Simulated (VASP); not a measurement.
# CO2 (I-42d) in VASP: settings compared

CO2 is run at these levels: BLYP, PBE; tasks: single point.

All numbers are computed with VASP 6.6.1; they aren't measurements. Logs are shortened: lines on timing, memory, paths and dates and some standing lists are left out, and cuts for length are marked.

**1. The cell of the first run**

The structure is tetragonal, space group I-42d (No. 122). The conventional cell has a = 3.949 Å, b = 3.949 Å, c = 6.028 Å, α = 90.00°, β = 90.00°, γ = 90.00°. Within 1.9 Å of O (site symmetry 2) lie 2 C at 1.40 Å. C (site symmetry -4) has 4 O at 1.40 Å within 1.9 Å.

**2. Single point, BLYP**

INCAR

```
SYSTEM = CO2
AGGAC = 1.0
AGGAX = 1.0
ALDAC = 0.0
ALDAX = 1.0
ALGO = Normal
EDIFF = 1E-6
ENCUT = 520
GGA = B5
ISIF = 2
ISMEAR = -1
LASPH = .TRUE.
LCHARG = .FALSE.
LREAL = .FALSE.
LWAVE = .FALSE.
NBANDS = 25
NELM = 80
PREC = Accurate
SIGMA = 0.05
```

KPOINTS

```
k-points
0
G
  9 9 9
  0 0 0
```

POSCAR

```
CO2
1.0
   -1.9747270000      1.9747270000      3.0140580000
    1.9747270000     -1.9747270000      3.0140580000
    1.9747270000      1.9747270000     -3.0140580000
O C
4 2
Direct
    0.8750000000      0.9597980000      0.5847980000
    0.3750000000      0.2902020000      0.4152020000
    0.0402020000      0.6250000000      0.9152020000
    0.7097980000      0.1250000000      0.0847980000
    0.0000000000      0.0000000000      0.0000000000
    0.7500000000      0.2500000000      0.5000000000
```

Potentials or basis: VASP PAW PBE potentials, release 64 (O, C).

Command:

```sh
$ cat potpaw_PBE.64/O/POTCAR potpaw_PBE.64/C/POTCAR > POTCAR
$ mpirun -np 1 vasp_std > vasp.out
```

OUTCAR:

```text
SYSTEM = CO2
   EDIFF = 1E-6
   ENCUT = 520
   GGA = B5
   ISIF = 2
   ISMEAR = -1
   LASPH = .TRUE.
   LREAL = .FALSE.
   NELM = 80
   PREC = Accurate

 ion  position               nearest neighbor table
   1  0.875  0.960  0.585-   5 1.40   6 1.40
   2  0.375  0.290  0.415-   5 1.40   6 1.40
   3  0.040  0.625  0.915-   6 1.40   5 1.40
   4  0.710  0.125  0.085-   5 1.40   6 1.40
   5  0.000  0.000  0.000-   1 1.40   2 1.40   4 1.40   3 1.40
   6  0.750  0.250  0.500-   1 1.40   3 1.40   4 1.40   2 1.40

  LATTYP: Found a body centered tetragonal cell.
 ALAT       =     3.9494540000
 C/A-ratio  =     1.5263162959

  Lattice vectors:

 A1 = (  -1.9747270000,   1.9747270000,   3.0140580000)
 A2 = (   1.9747270000,  -1.9747270000,   3.0140580000)
 A3 = (   1.9747270000,   1.9747270000,  -3.0140580000)

Analysis of symmetry for initial positions (statically):
=====================================================================
 Subroutine PRICEL returns:
 Original cell was already a primitive cell.

 Routine SETGRP: Setting up the symmetry group for a
 body centered tetragonal supercell.

 Subroutine GETGRP returns: Found  8 space group operations
 (whereof  4 operations were pure point group operations)
 out of a pool of 16 trial point group operations.

The static configuration has the point symmetry S_4 .
 The point group associated with its full space group is D_2d.

Analysis of symmetry for dynamics (positions and initial velocities):
=====================================================================
 Subroutine PRICEL returns:
 Original cell was already a primitive cell.

 Routine SETGRP: Setting up the symmetry group for a
 body centered tetragonal supercell.

 Subroutine GETGRP returns: Found  8 space group operations
 (whereof  4 operations were pure point group operations)
 out of a pool of 16 trial point group operations.

The dynamic configuration has the point symmetry S_4 .
 The point group associated with its full space group is D_2d.

 Subroutine INISYM returns: Found  8 space group operations
 (whereof  4 operations are pure point group operations),
 and found     1 'primitive' translations

----------------------------------------------------------------------------------------

                                     Primitive cell

  volume of cell :      47.0138

  direct lattice vectors                    reciprocal lattice vectors
[... 90 lines left out ...]
   LNONCOLLINEAR =      F non collinear calculations
   LSORBIT =      F    spin-orbit coupling
   LASPH  =      T    aspherical Exc in radial PAW
   ENCUT  =  520.0 eV  38.22 Ry    6.18 a.u.   7.64  7.64  7.64*2*pi/ulx,y,z
   NELM   =     80;   NELMIN=  2; NELMDL= -5     # of ELM steps
   EDIFF  = 0.1E-05   stopping-criterion for ELM
   LREAL  =      F    real-space projection
   EDIFFG = 0.1E-04   stopping-criterion for IOM
   NSW    =      0    number of steps for IOM
   IBRION =     -1    ionic relax: 0-MD 1-quasi-New 2-CG
   NFREE  =      0    steps in history (QN), initial steepest desc. (CG)
   ISIF   =      2    stress and relaxation
   ISYM   =      2    0-nonsym 1-usesym 2-fastsym
   POTIM  = 0.5000    time-step for ionic-motion
   TEBEG  =    0.0;   TEEND  =   0.0 temperature during run
   PSTRESS=    0.0 pullay stress
   NELECT =      32.0000    total number of electrons
   NUPDOWN=      -1.0000    fix difference up-down
   EMIN   =  10.00;   EMAX   =-10.00  energy-range for DOS
   EFERMI =   0.00;   METHOD = LEGACY
   ISMEAR =    -1;   SIGMA  =   0.05  broadening in eV -4-tet -1-fermi 0-gaus
   EFERMI_NEDOS =   21; number of points for ismear=-14 and -15
   IALGO  =     38    algorithm
   IMIX   =      4    mixing-type and parameters
     AMIX     =   0.40;   BMIX     =  1.00
     AMIX_MAG =   1.60;   BMIX_MAG =  1.00
  volume/ion in A,a.u.               =       7.84        52.88
  Fermi-wavevector in a.u.,A,eV,Ry     =   1.440068  2.721333 28.215694  2.073795
  Thomas-Fermi vector in A             =   2.558853
   LORBIT       =      0    0 simple, 1 ext, 2 COOP (PROOUT), +10 PAW based schemes
   GGA     = B5    functional components
   LHFCALC =     F    Hartree Fock is set to
   AEXX    =    0.0000 exact exchange contribution
   IVDW    =     0    specifies the selected vdW correction
   LEPSILON=     F    determine dielectric tensor
   LRPA    =     F    only Hartree local field effects (RPA)
 non-spin polarized calculation
  energy-cutoff  :      520.00
  volume of cell :       47.01
 maximum number of plane-waves:      1307
   NGX = 15   NGY = 15   NGZ = 15

 number of electron      32.0000003 magnetization

 Free energy of the ion-electron system (eV)
  ---------------------------------------------------
  ext. energy  EPLUGINS =         0.00000000
  ---------------------------------------------------
  free energy    TOTEN  =       -40.67458384 eV

  energy without entropy =      -40.67458384  energy(sigma->0) =      -40.67458384

 E-fermi :   3.5117     XC(G=0): -10.6899

 val. band max:        2.3535087986   @ k =  -0.4444   0.4444   0.4444
 cond. band min:      10.0963380316   @ k =   0.0000   0.0000   0.0000
 fundamental gap:      7.7428292330
 Fermi energy:         3.5117233284

 k-point     1 :       0.0000    0.0000    0.0000
  band No.  band energies     occupation
      1     -21.4254      2.00000
      2     -16.4133      2.00000
      3     -16.4133      2.00000
      4     -15.8091      2.00000
      5     -12.0418      2.00000
      6      -7.1246      2.00000
[... 661 lines left out ...]
     24      17.0268      0.00000
     25      17.4867      0.00000

 [... further k-points ...]
[... 5 lines left out ...]
  --------------------------------------------------------------------------------------
  -------------------------------------------------------------------------------------
  Total        1.9768282      1.9768282      1.5249582      0.0000000      0.0000000      0.0000000
  in kB       67.3680214     67.3680214     51.9688117      0.0000000      0.0000000      0.0000000
  external PRESSURE =      62.2349515 kB  Pullay stress =       0.0000000 kB

 VOLUME and BASIS-vectors are now :
 -----------------------------------------------------------------------------
  energy-cutoff  :      520.00
  volume of cell :       47.01
      direct lattice vectors                 reciprocal lattice vectors
    -1.974727000  1.974727000  3.014058000     0.000000000  0.253199556  0.165889309
     1.974727000 -1.974727000  3.014058000     0.253199556  0.000000000  0.165889309
     1.974727000  1.974727000 -3.014058000     0.253199556  0.253199556  0.000000000

 POSITION                                       TOTAL-FORCE (eV/Angst)
 -----------------------------------------------------------------------------------
      1.32227      0.98736      3.76757        -0.214856      0.000000     -0.000000
      0.65246      0.98736      0.75351         0.214856      0.000000     -0.000000
      2.96209      0.65246     -0.75351        -0.000000      0.214856     -0.000000
     -0.98736      1.32227      2.26054        -0.000000     -0.214856     -0.000000
      0.00000      0.00000      0.00000        -0.000000      0.000000      0.000000
     -0.00000      1.97473      1.50703        -0.000000      0.000000     -0.000000
 -----------------------------------------------------------------------------------
    total drift:                                0.000001      0.000001      0.000001

  FREE ENERGIE OF THE ION-ELECTRON SYSTEM (eV)
  ---------------------------------------------------
  free  energy   TOTEN  =       -40.6745838442 eV

  energy  without entropy=      -40.6745838442  energy(sigma->0) =      -40.67458384
```

stdout:

```text
POSCAR found type information on POSCAR O C
 POSCAR found :  2 types and       6 ions
 scaLAPACK will be used
 -----------------------------------------------------------------------------
|                                                                             |
|                                                                             |
|     You enforced a specific xc type in the INCAR file but a different       |
|     I HOPE YOU KNOW WHAT YOU ARE DOING!                                     |
|                                                                             |
 -----------------------------------------------------------------------------

 LDA part: xc-table for (Slater(with rela. corr.)+VWN5), standard interpolation
 POSCAR, INCAR and KPOINTS ok, starting setup
 FFT: planning ... GRIDC
 FFT: planning ... GRID_SOFT
 FFT: planning ... GRID
 WAVECAR not read
 entering main loop
```

It took 1.7 min on 1 thread of Oxide Virtual Turin-like, shared host; peak memory 0.17 GiB.

What came out:

```yaml
Free_energy: -40.6746 eV
Pressure: 6.2 GPa
Largest_force: 0.215 eV/Å
Band_gap_on_the_k_mesh: 7.74 eV, indirect (least direct gap 8.15 eV)
```

Forces on the atoms (eV/Å):
```
O   -0.215  0.000  0.000
O    0.215  0.000  0.000
O    0.000  0.215  0.000
O    0.000 -0.215  0.000
C    0.000  0.000  0.000
C    0.000  0.000  0.000
```

Stress tensor (GPa, compression positive):
```
6.74 0.00 0.00
0.00 6.74 0.00
0.00 0.00 5.20
```

Levels at points of the mesh, in eV from the valence-band top:
| k point | band 14 | band 15 | band 16 | band 17 | band 18 | band 19 |
| --- | --- | --- | --- | --- | --- | --- |
| (0.00, 0.00, 0.00) | -0.84 | -0.84 | -0.45 | 7.74 | 9.14 | 9.17 |

Caveat: the PAW data sets were made with another functional, which shifts forces and pressure a little.

**3. Single point, PBE**

INCAR

```
SYSTEM = CO2
  PREC = Accurate
  ENCUT = 520
  EDIFF = 1E-7
  ISMEAR = 0
  SIGMA = 0.013000000000000001
  LREAL = .FALSE.
  LASPH = .TRUE.
  NELM = 60
  ALGO = Normal
  ISIF = 2
  LWAVE = .FALSE.
  LCHARG = .FALSE.
  GGA = PE
  NBANDS = 25
```

KPOINTS

```
Automatic mesh
0
G
  9 9 9
  0 0 0
```

POSCAR is that of step 2.

Potentials or basis: VASP PAW PBE potentials, release 64 (O, C).

Command:

```sh
$ cat potpaw_PBE.64/O/POTCAR potpaw_PBE.64/C/POTCAR > POTCAR
$ mpirun -np 1 vasp_std > vasp.out
```

Wall time 1.9 min (1 thread of Oxide Virtual Turin-like, shared host); peak memory 0.18 GiB.

Results (log left out):

* Free energy: -43.4270 eV
* Pressure: 0.9 GPa
* Largest force: 0.060 eV/Å
* Band gap on the k mesh: 7.66 eV, indirect (least direct gap 8.09 eV)

Forces on the atoms (eV/Å):
```
O   -0.060  0.000  0.000
O    0.060  0.000  0.000
O    0.000  0.060  0.000
O    0.000 -0.060  0.000
C    0.000  0.000  0.000
C    0.000  0.000  0.000
```

Stress tensor (GPa, compression positive):
```
 1.51  0.00  0.00
 0.00  1.51  0.00
 0.00  0.00 -0.25
```

Levels at points of the mesh, in eV from the valence-band top:
| k point | band 13 | band 14 | band 15 | band 16 | band 17 | band 18 | band 19 | band 20 |
| --- | --- | --- | --- | --- | --- | --- | --- | --- |
| (0.00, 0.00, 0.00) | -1.17 | -0.85 | -0.85 | -0.46 | 7.66 | 9.06 | 9.15 | 9.15 |

A k mesh can miss the band edges.
